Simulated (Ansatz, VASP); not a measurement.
**Two plane-wave programs on Au**

The input POSCAR:

```
Au
1.0
    2.2416747872     -3.7992230503      0.0000000000
    2.2416747872      3.7992230503      0.0000000000
    0.0000000000      0.0000000000      4.4893131936
Au
4
Direct
    0.1525000000      0.8475000000      0.0785000000
    0.6525000000      0.3475000000      0.4215000000
    0.8475000000      0.1525000000      0.9215000000
    0.3475000000      0.6525000000      0.5785000000
```

The input INCAR.step1:

```
PREC = Accurate ; ENCUT = 600
ISMEAR = 0 ; SIGMA = 0.1
LREAL = False ; LASPH = True
NELM = 100 ; GGA = PE
ALGO = Normal ; EDIFF = 1E-4
LWAVE = True ; LCHARG = False
```

Contents of INCAR.step2:

```
PREC = Accurate ; ENCUT = 600
EDIFF = 1E-6 ; ISMEAR = 0
SIGMA = 0.1 ; LREAL = False
LASPH = True ; NELM = 100
ALGO = Normal ; ISIF = 3
LWAVE = False ; LCHARG = False
METAGGA = R2SCAN ; LMIXTAU = True
IBRION = 2 ; NSW = 90
EDIFFG = -0.04 ; ISTART = 1
```

Contents of KPOINTS:

```
Automatic mesh
0
Gamma
  4 4 4
```

Input for Ansatz:

```yaml
crystal:
  lattice:
    - [2.2416747872, -3.7992230503, 0.0]
    - [2.2416747872, 3.7992230503, 0.0]
    - [0.0, 0.0, 4.4893131936]
  atoms:
    - { symbol: Au, position: [0.1525, 0.8475, 0.0785] }
    - { symbol: Au, position: [0.6525, 0.3475, 0.4215] }
    - { symbol: Au, position: [0.8475, 0.1525, 0.9215] }
    - { symbol: Au, position: [0.3475, 0.6525, 0.5785] }
basis:
  ecutwfc: 500
kpoints:
  mp_grid: { grid: [4, 4, 4] }
hamiltonian:
  xc: r2scan
scf:
  occupations: { method: gaussian, width: 0.1 }
  lower_state_search: "off"
output:
  forces: true
  stress: true
  eigenvalues: true
relax:
  adjacent_minimum: "off"
  f_tol: 0.04
  max_steps: 70
  cell: { stress_tol: 0.4 }
```

Alike in both runs: task relaxation of cell and atoms; functional r2SCAN; k mesh 4 × 4 × 4; occupations gaussian, width 0.1 eV; no spin polarisation.

```csv
,VASP,Ansatz
version,VASP 6.6.1,Ansatz 0.2.0
potentials or method,"VASP PAW PBE potentials, release 64 (Au), cutoff 600 eV","scalar-relativistic, plane waves, PAW"
valence electrons in the cell,44,76
```

VASP gave:

* gap on the k mesh at the Fermi level, each at its own relaxed structure (eV): none
* relaxed volume (Å³/atom): 17.97
* relaxed cell length with the largest relative difference (Å): 3.585

Q: Estimate Ansatz's values.

A: gap on the k mesh at the Fermi level, each at its own relaxed structure (eV): none; relaxed volume (Å³/atom): 17.90; relaxed cell length with the largest relative difference (Å): 3.578.

VASP's potentials were made for PBE, not for r2SCAN. A gap of «none» marks a metal or a gap that the smearing closes. VASP's potentials hold 44 valence electrons a cell and Ansatz's 76, so a difference there can come from the potentials and not from the codes.

The k mesh is coarse, so the values compare programs but aren't converged. Neither program's run includes spin-orbit coupling.
